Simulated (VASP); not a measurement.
Input of a VASP 6.6.1 run:

POSCAR

```
CaO
1.0
    0.0000000000      2.6067317416      2.6385338688
    2.6067317416      0.0000000000      2.6385338688
    2.6067317416      2.6067317416      0.0000000000
Ca O
1 1
Direct
    0.0000000000      0.0000000000      0.0000000000
    0.2500000000      0.2500000000      0.2500000000
```

The input INCAR.step1:

```
SYSTEM = CaO
PREC = Accurate
ENCUT = 520
EDIFF = 1E-5
ISMEAR = 0
SIGMA = 0.01
LREAL = .False.
LASPH = .True.
NELM = 80
ALGO = Normal
ISIF = 2
LWAVE = .True.
LCHARG = .False.
GGA = PE
NBANDS = 15
```

File INCAR.step2:

```
SYSTEM = CaO
PREC = Accurate
ENCUT = 520
EDIFF = 1E-7
ISMEAR = 0
SIGMA = 0.01
LREAL = .False.
LASPH = .True.
NELM = 80
ALGO = Normal
ISIF = 2
LWAVE = .False.
LCHARG = .False.
GGA = PE
LHFCALC = .True.
HFSCREEN = 0.2079
PRECFOCK = Normal
ISTART = 1
NBANDS = 15
```

Contents of KPOINTS:

```
regular mesh
0
Gamma
  6 6 6
  0 0 0
```

Potentials or basis: VASP PAW PBE potentials, release 64 (Ca_sv, O).

The run is started by

```bash
$ cat potpaw_PBE.64/Ca_sv/POTCAR potpaw_PBE.64/O/POTCAR > POTCAR
$ cp INCAR.step1 INCAR
$ mpirun -np 1 vasp_std > vasp.out
$ cp INCAR.step2 INCAR
$ mpirun -np 1 vasp_std > vasp.out
```

What does it give for the pressure?

-0.4 GPa.

Predict the band gap on the k mesh.

4.65 eV (least direct gap 5.26 eV).

Stress tensor (GPa, compression positive):
```
-0.29  0.00  0.00
 0.00 -0.29  0.00
 0.00  0.00 -0.52
```

Caveat: the cell differs from its parent crystal (uniaxial z strain +1.2%); the structure was generated, so it needn't be the stable form of CaO; the PAW data sets were made with another functional, which shifts forces and pressure a little. A k mesh can miss the band edges.
